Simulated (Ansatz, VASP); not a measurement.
## One calculation of Cr, two programs

```
Cr
1.0
     0.00000    1.82877    1.82877
     1.82877    0.00000    1.82877
     1.82877    1.82877    0.00000
Cr
1
Direct
  0.00000 0.00000 0.00000
```

Alike in both runs: task single point; functional PBE; k mesh 20 × 20 × 20; occupations gaussian, width 0.1 eV; no spin polarisation.

|  | VASP | Ansatz |
| --- | --- | --- |
| version | VASP 6.6.1 | Ansatz 0.2.0 |
| potentials or method | VASP PAW PBE potentials, release 64 (Cr_pv), cutoff 520 eV | scalar-relativistic, plane waves, PAW |
| valence electrons in the cell | 12 | 14 |

```csv
,VASP,Ansatz,Ansatz less VASP
gap on the k mesh at the Fermi level (eV),none,none,-
pressure (GPa),-7.0,-6.6,+0.42
```

A gap of «none» marks a metal or a gap that the smearing closes. The functional is the same, so the differences come from potentials, cutoffs and numerics. VASP's potentials hold 12 valence electrons a cell and Ansatz's 14, so a difference there can come from the potentials and not from the codes.
